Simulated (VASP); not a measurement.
Ga: single point with LDA

Ga:

```
Ga
1.0
     1.38300   -4.02650    0.00000
     1.38300    4.02650    0.00000
    -0.11745    0.00000    3.32993
Ga
2
Direct
  0.91616 0.08384 0.16000
  0.08384 0.91616 0.84000
```

This cell differs from its parent crystal: shortest bond scaled by 0.64.

```yaml
Program: VASP 6.6.1
Task: single point
Functional: LDA
Potentials_or_basis: VASP PAW LDA potentials, release 64 (Ga_d)
Cutoff: 500 eV
k_mesh: 11 × 11 × 9
Occupations: fermi-dirac, width 0.05 eV
Spin: no spin polarisation
Dipole_correction: no
Further_INCAR_settings: ALGO = Normal; EDIFF = 1e-06; NBANDS = 20
```

```
Pressure               : 50.2 GPa
Largest force          : 21.928 eV/Å
Band gap on the k mesh : zero (bands 13 and 14 overlap by 4.46 eV)
```

Forces in eV/Å, atoms in the order of the input:
```
Ga   -0.501  17.585  13.090
Ga    0.501 -17.585 -13.090
```

Stress tensor (GPa, compression positive):
```
 0.59 -2.77 -1.86
-2.77 92.76 79.38
-1.86 79.38 57.34
```

Levels at points of the mesh, in eV from the Fermi level:
```tsv
k point	band 11	band 12	band 13	band 14	band 15	band 16
(0.00, 0.00, 0.00)	-11.94	-1.67	-1.43	2.05	3.41	7.55
```

Wall time 93 s on 1 thread of Intel(R) Xeon(R) 6975P-C (Granite Rapids), on a shared host, peak memory 0.38 GiB.

Caveat: the cell differs from its parent crystal (shortest bond scaled by 0.64); the stress differs along the axes, from 1 to 93 GPa; forces of over 1 eV/Å act on the atoms, so gaps and moduli don't describe the material at rest.
